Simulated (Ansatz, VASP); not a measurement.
## Two plane-wave programs on KF

```
K F
1.0
     0.00000    2.71004    2.71004
     2.71004    0.00000    2.71004
     2.71004    2.71004    0.00000
K F
1 1
Cartesian
  0.0000 0.0000 0.0000
  2.7100 2.7100 2.7100
```

Change from the starting cell: species swapped into the TmN type (Fm-3m, No. 225).

Alike in both runs: functional PBE; k mesh 8 × 8 × 8; occupations gaussian, width 0.02 eV; no spin polarisation.

Ansatz relaxed the structure, and its values are those at the end. VASP's run is a single point on that final structure, the one shown.

```csv
,VASP,Ansatz
version,VASP 6.6.1,Ansatz 0.2.0
potentials or method,"VASP PAW PBE potentials, release 64 (K_sv, F), cutoff 520 eV","scalar-relativistic, plane waves, PAW"
valence electrons in the cell,16,16
```

VASP gave:

| Quantity | Value |
| --- | --- |
| gap on the k mesh at the Fermi level (eV) | 5.95 |
| least direct gap on the mesh (eV) | 5.95 |
| pressure (GPa) | 0.0 |

Question: Estimate Ansatz's values.

Answer: gap on the k mesh at the Fermi level (eV): 5.96; least direct gap on the mesh (eV): 5.96; pressure (GPa): 0.0.
